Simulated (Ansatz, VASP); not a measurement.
Two plane-wave programs on MgO

```
CELL_PARAMETERS angstrom
0.00000 2.17125 2.17125
2.17125 0.00000 2.17125
2.17125 2.17125 0.00000
ATOMIC_POSITIONS crystal
Mg 0.00000 0.00000 0.00000
O 0.50000 0.50000 0.50000
```

Alike in both runs: task single point; functional PBE; k mesh 9 × 9 × 9; occupations fermi-dirac, width 0.02 eV; no spin polarisation.

|  | VASP | Ansatz |
| --- | --- | --- |
| version | VASP 6.6.1 | Ansatz 0.2.0 |
| potentials or method | VASP PAW PBE potentials, release 64 (Mg, O), cutoff 600 eV | PAW, plane waves, scalar-relativistic |
| valence electrons in the cell | 8 | 16 |

Ansatz gave:

```
pressure (GPa) : -8.1
```

Task: What did VASP give for the same quantities?

Result: Pressure (GPa): -9.1.

VASP's potentials hold 8 valence electrons a cell and Ansatz's 16, so a difference there can come from the potentials and not from the codes.
